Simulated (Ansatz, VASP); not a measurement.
SnSe2 in VASP and in Ansatz

```
CELL_PARAMETERS angstrom
1.89501 1.09409 6.02691
-1.89501 1.09409 6.02691
0.00000 -2.18817 6.02691
ATOMIC_POSITIONS crystal
Sn 0.99977 0.99977 0.99977
Se 0.42787 0.42787 0.42787
Se 0.23902 0.23902 0.23902
```

Alike in both runs: task single point; functional PBE; k mesh 6 × 6 × 6; occupations fermi-dirac, width 0.02 eV; no spin polarisation.

|  | VASP | Ansatz |
| --- | --- | --- |
| version | VASP 6.6.1 | Ansatz 0.2.0 |
| potentials or method | VASP PAW PBE potentials, release 64 (Sn_d, Se) | plane waves, PAW |
| plane-wave cutoff (eV) | 520 | 420 |
| valence electrons in the cell | 26 | 46 |

```tsv
	VASP	Ansatz	Ansatz less VASP
pressure (GPa)	2.8	2.7	-0.05
traceless stress, the component that is largest in VASP (GPa)	-0.90	-0.90	-0.003
rms of the force components (eV/Å)	0.152	0.145	-0.0071
```

Atom by atom the forces differ by 0.007 eV/Å (rms over components). The functional is the same, so the differences come from potentials, cutoffs and numerics. VASP's potentials hold 26 valence electrons a cell and Ansatz's 46, so a difference there can come from the potentials and not from the codes.
